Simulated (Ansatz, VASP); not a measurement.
Br in VASP and in Ansatz

File INCAR:

```
PREC     = Accurate       # precision mode
ENCUT    = 520            # plane-wave cutoff, eV
EDIFF    = 1E-6           # SCF threshold, eV
ISMEAR   = -1             # smearing method
SIGMA    = 0.05           # smearing width, eV
LREAL    = F              # projectors in reciprocal space
LASPH    = T              # aspherical terms in the spheres
NELM     = 60             # most SCF steps
ALGO     = Normal         # electronic algorithm
ISIF     = 2              # what is computed and relaxed
LWAVE    = F              # write WAVECAR
LCHARG   = F              # write CHGCAR
GGA      = PS             # functional
NBANDS   = 22             # bands
```

KPOINTS

```
regular mesh
0
Gamma
  8 8 4
```

POSCAR

```
Br
1.0
    3.4462614720     -1.9202282077      0.0000000000
    3.4462614720      1.9202282077      0.0000000000
    0.0000000000      0.0000000000      8.2156947489
Br
4
Direct
    0.8475370174      0.1524629826      0.1200462650
    0.6524629826      0.3475370174      0.6200462650
    0.1524629826      0.8475370174      0.8799537350
    0.3475370174      0.6524629826      0.3799537350
```

Input for Ansatz:

```yaml
crystal:
  lattice:
    - [3.446261472, -1.9202282077, 0.0]
    - [3.446261472, 1.9202282077, 0.0]
    - [0.0, 0.0, 8.2156947489]
  atoms:
    - { symbol: Br, position: [0.8475370174, 0.1524629826, 0.120046265] }
    - { symbol: Br, position: [0.6524629826, 0.3475370174, 0.620046265] }
    - { symbol: Br, position: [0.1524629826, 0.8475370174, 0.879953735] }
    - { symbol: Br, position: [0.3475370174, 0.6524629826, 0.379953735] }
hamiltonian:
  xc: pbesol
  pseudopotentials:
    kind: paw
    azcp:
      Br: "pseudopotentials/Br.paw.azcp"
basis:
  ecutwfc: 420
  fft_grid_basis: typed
kpoints:
  mp_grid: { grid: [8, 8, 4], shift: [0, 0, 0] }
magnetization:
  spin_polarized: false
scf:
  occupations: { method: fermi_dirac, width: 0.05 }
output:
  stress: true
```

Alike in both runs: task single point; functional PBEsol; k mesh 8 × 8 × 4; occupations fermi-dirac, width 0.05 eV; no spin polarisation.

```csv
,VASP,Ansatz
version,VASP 6.6.1,Ansatz 0.2.0
potentials or method,"VASP PAW PBE potentials, release 64 (Br), cutoff 520 eV","plane waves (420 eV) with PAW, scalar-relativistic"
valence electrons in the cell,28,28
```

VASP gave:

```
pressure (GPa)                                                : 6.0
traceless stress, the component that is largest in VASP (GPa) : -5.47
```

Task: Which values does Ansatz return?

Result: Pressure (GPa): 6.0; traceless stress, the component that is largest in VASP (GPa): -5.39.

VASP's potentials were made for PBE, not for PBEsol, and Ansatz warns of the same on its side.
